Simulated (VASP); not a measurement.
# LaRe (P4mm) in VASP: single point with PBE

Aim: the single point of LaRe with PBE.

Program: VASP 6.6.1. These are calculated values, not measurements. Logs are shortened: lines on timing, memory, paths and dates and some standing lists are left out, and cuts for length are marked.

## 1. The cell of the first run

The structure is tetragonal, space group P4mm (No. 99). Conventional cell: a = 3.584 Å, b = 3.584 Å, c = 3.584 Å, α = 90.00°, β = 90.00°, γ = 90.00°. La (site symmetry 4mm) has 8 Re at 2.99 to 3.22 Å and 6 La at 3.58 Å within 3.9 Å. Re (site symmetry 4mm) has 8 La at 2.99 to 3.22 Å and 6 Re at 3.58 Å within 3.9 Å.

## 2. Single point, PBE (atom 1 (La) moved 0.2 Å along z)

Contents of INCAR:

```
SYSTEM = LaRe
PREC = Accurate
ENCUT = 520
EDIFF = 1E-6
ISMEAR = 0
SIGMA = 0.05
LREAL = .False.
LASPH = .True.
NELM = 60
ALGO = Fast
ISIF = 2
LWAVE = .False.
LCHARG = .False.
GGA = PE
NBANDS = 16
```

Contents of KPOINTS:

```
regular mesh
0
Gamma
  10 10 10
  0 0 0
```

Contents of POSCAR:

```
LaRe
1.0
    3.5835543759      0.0000000000      0.0000000000
    0.0000000000      3.5835543759      0.0000000000
    0.0000000000      0.0000000000      3.5835543759
La Re
1 1
Direct
    0.0000000000      0.0000000000      0.0558105107
    0.5000000000      0.5000000000      0.5000000000
```

Potentials or basis: VASP PAW PBE potentials, release 64 (La, Re).

The run is started by

```bash
$ cat potpaw_PBE.64/La/POTCAR potpaw_PBE.64/Re/POTCAR > POTCAR
$ mpirun -np 1 vasp_std > vasp.out
```

OUTCAR:

```text
SYSTEM = LaRe
   PREC = Accurate
   ENCUT = 520
   EDIFF = 1E-6
   ISMEAR = 0
   LREAL = .False.
   LASPH = .True.
   NELM = 60
   ISIF = 2
   GGA = PE

 ion  position               nearest neighbor table
   1  0.000  0.000  0.056-   2 2.99   2 2.99   2 2.99   2 2.99   2 3.22   2 3.22   2 3.22   2 3.22

   2  0.500  0.500  0.500-   1 2.99   1 2.99   1 2.99   1 2.99   1 3.22   1 3.22   1 3.22   1 3.22

  LATTYP: Found a simple cubic cell.
 ALAT       =     3.5835543759

  Lattice vectors:

 A1 = (   3.5835543759,   0.0000000000,   0.0000000000)
 A2 = (   0.0000000000,   3.5835543759,   0.0000000000)
 A3 = (   0.0000000000,   0.0000000000,   3.5835543759)

Analysis of symmetry for initial positions (statically):
=====================================================================
 Subroutine PRICEL returns:
 Original cell was already a primitive cell.

 Routine SETGRP: Setting up the symmetry group for a
 simple cubic supercell.

 Subroutine GETGRP returns: Found  8 space group operations
 (whereof  8 operations were pure point group operations)
 out of a pool of 48 trial point group operations.

The static configuration has the point symmetry C_4v.

Analysis of symmetry for dynamics (positions and initial velocities):
=====================================================================
 Subroutine PRICEL returns:
 Original cell was already a primitive cell.

 Routine SETGRP: Setting up the symmetry group for a
 simple cubic supercell.

 Subroutine GETGRP returns: Found  8 space group operations
 (whereof  8 operations were pure point group operations)
 out of a pool of 48 trial point group operations.

The dynamic configuration has the point symmetry C_4v.

 Subroutine INISYM returns: Found  8 space group operations
 (whereof  8 operations are pure point group operations),
 and found     1 'primitive' translations

----------------------------------------------------------------------------------------

                                     Primitive cell

  volume of cell :      46.0195

  direct lattice vectors                    reciprocal lattice vectors
     3.583554376  0.000000000  0.000000000     0.279052554  0.000000000  0.000000000
     0.000000000  3.583554376  0.000000000     0.000000000  0.279052554  0.000000000
     0.000000000  0.000000000  3.583554376     0.000000000  0.000000000  0.279052554

  length of vectors
     3.583554376  3.583554376  3.583554376     0.279052554  0.279052554  0.279052554

  position of ions in fractional coordinates (direct lattice)
     0.000000000  0.000000000  0.055810511
     0.500000000  0.500000000  0.500000000

  ion indices of the primitive-cell ions
   primitive index   ion index
                 1           1
                 2           2

----------------------------------------------------------------------------------------

 KPOINTS: regular mesh

Automatic generation of k-mesh.
 Grid dimensions read from file:
 generate k-points for:   10   10   10

 Generating k-lattice:

  Cartesian coordinates                     Fractional coordinates (reciprocal lattice)
     0.027905255  0.000000000  0.000000000     0.100000000  0.000000000  0.000000000
     0.000000000  0.027905255  0.000000000     0.000000000  0.100000000  0.000000000
     0.000000000  0.000000000  0.027905255     0.000000000  0.000000000  0.100000000

  Length of vectors
     0.027905255  0.027905255  0.027905255

  Shift w.r.t. Gamma in fractional coordinates (k-lattice)
     0.000000000  0.000000000  0.000000000

 Subroutine IBZKPT returns following result:
 ===========================================

 Found    126 irreducible k-points:

 Following reciprocal coordinates:
            Coordinates               Weight
  0.000000  0.000000  0.000000      1.000000
  0.100000  0.000000  0.000000      4.000000
  0.000000  0.000000  0.100000      2.000000
  0.200000  0.000000  0.000000      4.000000
  0.000000  0.000000  0.200000      2.000000
  0.300000  0.000000  0.000000      4.000000
[... 16 lines left out ...]
  0.500000  0.100000  0.000000      4.000000
  0.000000  0.500000  0.100000      4.000000
 [... further k-points ...]
   k-points           NKPTS =    126   k-points in BZ     NKDIM =    126   number of bands    NBANDS=     16
   number of dos      NEDOS =    301   number of ions     NIONS =      2
   total plane-waves  NPLWV =  21952
   dimension x,y,z NGX =    28 NGY =   28 NGZ =   28
   dimension x,y,z NGXF=    56 NGYF=   56 NGZF=   56
   ions per type =               1   1
   NGX,Y,Z   is equivalent  to a cutoff of  12.99, 12.99, 12.99 a.u.
   NGXF,Y,Z  is equivalent  to a cutoff of  25.98, 25.98, 25.98 a.u.
 SYSTEM =  LaRe
   PREC   = accura    normal or accurate (medium, high low for compatibility)
   ISTART =      0    job   : 0-new  1-cont  2-samecut
   ICHARG =      2    charge: 1-file 2-atom 10-const
   ISPIN  =      1    spin polarized calculation?
   LNONCOLLINEAR =      F non collinear calculations
   LSORBIT =      F    spin-orbit coupling
   LASPH  =      T    aspherical Exc in radial PAW
   ENCUT  =  520.0 eV  38.22 Ry    6.18 a.u.   6.66  6.66  6.66*2*pi/ulx,y,z
   NELM   =     60;   NELMIN=  2; NELMDL= -5     # of ELM steps
   EDIFF  = 0.1E-05   stopping-criterion for ELM
   LREAL  =      F    real-space projection
   EDIFFG = 0.1E-04   stopping-criterion for IOM
   NSW    =      0    number of steps for IOM
   IBRION =     -1    ionic relax: 0-MD 1-quasi-New 2-CG
   NFREE  =      0    steps in history (QN), initial steepest desc. (CG)
   ISIF   =      2    stress and relaxation
   ISYM   =      2    0-nonsym 1-usesym 2-fastsym
   POTIM  = 0.5000    time-step for ionic-motion
   TEBEG  =    0.0;   TEEND  =   0.0 temperature during run
   PSTRESS=    0.0 pullay stress
   NELECT =      18.0000    total number of electrons
   NUPDOWN=      -1.0000    fix difference up-down
   EMIN   =  10.00;   EMAX   =-10.00  energy-range for DOS
   EFERMI =   0.00;   METHOD = LEGACY
   ISMEAR =     0;   SIGMA  =   0.05  broadening in eV -4-tet -1-fermi 0-gaus
   EFERMI_NEDOS =   21; number of points for ismear=-14 and -15
   IALGO  =     68    algorithm
   IMIX   =      4    mixing-type and parameters
     AMIX     =   0.40;   BMIX     =  1.00
     AMIX_MAG =   1.60;   BMIX_MAG =  1.00
  volume/ion in A,a.u.               =      23.01       155.28
  Fermi-wavevector in a.u.,A,eV,Ry     =   1.197250  2.262475 19.502708  1.433409
  Thomas-Fermi vector in A             =   2.333170
   LORBIT       =      0    0 simple, 1 ext, 2 COOP (PROOUT), +10 PAW based schemes
   GGA     = PE    functional components
   LHFCALC =     F    Hartree Fock is set to
   AEXX    =    0.0000 exact exchange contribution
   IVDW    =     0    specifies the selected vdW correction
   LEPSILON=     F    determine dielectric tensor
   LRPA    =     F    only Hartree local field effects (RPA)
 non-spin polarized calculation
 RMM-DIIS sequential band-by-band and
 Gauss-broadening in eV      SIGMA  =   0.05
  energy-cutoff  :      520.00
  volume of cell :       46.02
 maximum number of plane-waves:      1261
 NGX is ok and might be reduce to    28
   NGX = 13   NGY = 13   NGZ = 13

 number of electron      18.0000001 magnetization

 Free energy of the ion-electron system (eV)
  ---------------------------------------------------
  ext. energy  EPLUGINS =         0.00000000
  ---------------------------------------------------
  free energy    TOTEN  =       -15.60207174 eV

  energy without entropy =      -15.59758836  energy(sigma->0) =      -15.59983005

 E-fermi :   8.2203     XC(G=0): -11.4590

 val. band max:        8.2189434525   @ k =   0.2000   0.5000   0.3000
 cond. band min:       8.2257502982   @ k =   0.4000   0.2000   0.1000
 fundamental gap:      0.0068068457
 Fermi energy:         8.2203180028

 k-point     1 :       0.0000    0.0000    0.0000
  band No.  band energies     occupation
      1     -23.0702      2.00000
      2      -6.4369      2.00000
      3      -6.4369      2.00000
      4      -6.4355      2.00000
      5       3.2927      2.00000
      6       4.9972      2.00000
[... 8 lines left out ...]
     15      11.8726      0.00000
     16      11.8732      0.00000

 k-point     2 :       0.1000    0.0000    0.0000
  band No.  band energies     occupation
      1     -23.0573      2.00000
      2      -6.5913      2.00000
      3      -6.4321      2.00000
      4      -6.4283      2.00000
      5       3.5340      2.00000
      6       5.1457      2.00000
[... 8 lines left out ...]
     15      11.8450      0.00000
     16      11.8620      0.00000

 k-point     3 :       0.0000    0.0000    0.1000
  band No.  band energies     occupation
      1     -23.0575      2.00000
      2      -6.5879      2.00000
      3      -6.4313      2.00000
      4      -6.4313      2.00000
      5       3.5299      2.00000
      6       5.0721      2.00000
[... 8 lines left out ...]
     15      11.8819      0.00000
     16      11.8823      0.00000

 k-point     4 :       0.2000    0.0000    0.0000
  band No.  band energies     occupation
      1     -23.0233      2.00000
      2      -6.9683      2.00000
      3      -6.4195      2.00000
      4      -6.4099      2.00000
      5       4.1784      2.00000
      6       5.3788      2.00000
[... 8 lines left out ...]
     15      11.9542      0.00000
     16      11.9569      0.00000

 k-point     5 :       0.0000    0.0000    0.2000
  band No.  band energies     occupation
      1     -23.0238      2.00000
      2      -6.9607      2.00000
      3      -6.4168      2.00000
      4      -6.4168      2.00000
      5       4.1667      2.00000
      6       5.2876      2.00000
[... 8 lines left out ...]
     15      12.0146      0.00000
     16      12.0153      0.00000

 k-point     6 :       0.3000    0.0000    0.0000
  band No.  band energies     occupation
      1     -22.9805      2.00000
      2      -7.3913      2.00000
      3      -6.4040      2.00000
      4      -6.3870      2.00000
      5       5.0770      2.00000
      6       5.6827      2.00000
[... 8 lines left out ...]
     15      12.0830      0.00000
     16      12.1281      0.00000

 k-point     7 :       0.0000    0.0000    0.3000
  band No.  band energies     occupation
      1     -22.9815      2.00000
      2      -7.3796      2.00000
      3      -6.3987      2.00000
      4      -6.3987      2.00000
      5       5.0597      2.00000
      6       5.6077      2.00000
[... 8 lines left out ...]
     15      12.1613      0.00000
     16      12.1633      0.00000

 k-point     8 :       0.4000    0.0000    0.0000
  band No.  band energies     occupation
      1     -22.9455      2.00000
      2      -7.7063      2.00000
      3      -6.3914      2.00000
      4      -6.3685      2.00000
      5       6.0104      2.00000
      6       6.0650      2.00000
[... 8 lines left out ...]
     15      12.1928      0.00000
     16      12.2329      0.00000

 k-point     9 :       0.0000    0.0000    0.4000
  band No.  band energies     occupation
      1     -22.9469      2.00000
      2      -7.6920      2.00000
      3      -6.3841      2.00000
      4      -6.3841      2.00000
      5       5.9406      2.00000
      6       6.0366      2.00000
[... 8 lines left out ...]
     15      12.2557      0.00000
     16      12.2631      0.00000
[... 172 lines left out ...]
 k-point    19 :       0.1000    0.0000    0.3000
  band No.  band energies     occupation
      1     -22.9705      2.00000
      2      -7.3558      2.00000
      3      -6.5251      2.00000
      4      -6.3867      2.00000
      5       5.1354      2.00000
      6       5.7125      2.00000
[... 8 lines left out ...]
     15      12.1212      0.00000
     16      12.1681      0.00000

 k-point    20 :       0.4000    0.1000    0.0000
  band No.  band energies     occupation
      1     -22.9354      2.00000
      2      -7.6761      2.00000
      3      -6.5089      2.00000
      4      -6.3541      2.00000
      5       5.8588      2.00000
      6       6.1631      2.00000
[... 8 lines left out ...]
     15      12.1876      0.00000
     16      12.2589      0.00000

 k-point    21 :       0.0000    0.4000    0.1000
  band No.  band energies     occupation
      1     -22.9353      2.00000
      2      -7.6765      2.00000
      3      -6.4865      2.00000
      4      -6.3759      2.00000
      5       5.8371      2.00000
      6       6.2187      2.00000
[... 8 lines left out ...]
     15      12.2094      0.00000
     16      12.2413      0.00000

 k-point    22 :       0.1000    0.0000    0.4000
  band No.  band energies     occupation
      1     -22.9366      2.00000
      2      -7.6615      2.00000
      3      -6.5028      2.00000
      4      -6.3694      2.00000
      5       5.8642      2.00000
      6       6.1025      2.00000
[... 8 lines left out ...]
     15      12.2590      0.00000
     16      12.2656      0.00000

 k-point    23 :       0.5000    0.1000    0.0000
  band No.  band energies     occupation
      1     -22.9222      2.00000
      2      -7.7887      2.00000
      3      -6.5010      2.00000
      4      -6.3463      2.00000
      5       6.0692      2.00000
      6       6.6261      2.00000
[... 8 lines left out ...]
     15      12.2387      0.00000
     16      12.2784      0.00000

 k-point    24 :       0.0000    0.5000    0.1000
  band No.  band energies     occupation
      1     -22.9221      2.00000
      2      -7.7892      2.00000
      3      -6.4765      2.00000
      4      -6.3701      2.00000
      5       6.0583      2.00000
      6       6.6638      2.00000
[... 8 lines left out ...]
     15      12.2519      0.00000
     16      12.2800      0.00000

 [... further k-points ...]
[... 5 lines left out ...]
  --------------------------------------------------------------------------------------
  -------------------------------------------------------------------------------------
  Total        0.2407664      0.2407664     -0.1367097      0.0000000      0.0000000      0.0000000
  in kB        8.3823250      8.3823250     -4.7595737      0.0000000      0.0000000      0.0000000
  external PRESSURE =       4.0016921 kB  Pullay stress =       0.0000000 kB

 VOLUME and BASIS-vectors are now :
 -----------------------------------------------------------------------------
  energy-cutoff  :      520.00
  volume of cell :       46.02
      direct lattice vectors                 reciprocal lattice vectors
     3.583554376  0.000000000  0.000000000     0.279052554  0.000000000  0.000000000
     0.000000000  3.583554376  0.000000000     0.000000000  0.279052554  0.000000000
     0.000000000  0.000000000  3.583554376     0.000000000  0.000000000  0.279052554

 POSITION                                       TOTAL-FORCE (eV/Angst)
 -----------------------------------------------------------------------------------
      0.00000      0.00000      0.20000         0.000000      0.000000     -0.732411
      1.79178      1.79178      1.79178         0.000000     -0.000000      0.732411
 -----------------------------------------------------------------------------------
    total drift:                                0.000000      0.000000     -0.000380

  FREE ENERGIE OF THE ION-ELECTRON SYSTEM (eV)
  ---------------------------------------------------
  free  energy   TOTEN  =       -15.6020717441 eV

  energy  without entropy=      -15.5975883592  energy(sigma->0) =      -15.59983005
```

It took 88 s on 1 thread of Intel Xeon 6975P-C (Granite Rapids), shared host; peak memory 0.26 GiB.

Results:

```yaml
Free_energy: -15.6021 eV
Pressure: 0.4 GPa
Largest_force: 0.732 eV/Å
Band_gap_on_the_k_mesh: zero (bands 9 and 10 overlap by 1.86 eV)
```

Forces on the atoms (eV/Å):
```
La   0.000  0.000 -0.732
Re   0.000  0.000  0.732
```

Levels at points of the mesh, in eV from the Fermi level:
| k point | band 7 | band 8 | band 9 | band 10 | band 11 | band 12 |
| --- | --- | --- | --- | --- | --- | --- |
| (0.00, 0.00, 0.00) | -3.06 | -0.18 | -0.03 | -0.03 | 3.14 | 3.43 |
| (0.50, 0.00, 0.00) | -1.11 | -0.50 | -0.09 | 0.09 | 1.24 | 1.37 |
| (0.00, 0.00, 0.50) | -1.04 | -0.07 | -0.07 | 0.06 | 0.85 | 1.45 |
| (0.50, 0.50, 0.00) | -1.39 | -1.39 | 1.27 | 1.50 | 2.60 | 2.60 |
| (0.00, 0.50, 0.50) | -1.50 | -1.48 | 1.37 | 1.48 | 2.53 | 2.70 |
| (0.50, 0.50, 0.50) | -0.92 | -0.04 | 0.06 | 0.06 | 1.40 | 1.58 |

Caveat: the cell differs from its parent crystal (atom 1 (La) moved 0.2 Å along z); spin-orbit coupling is left out, which moves the levels of the heavy elements.
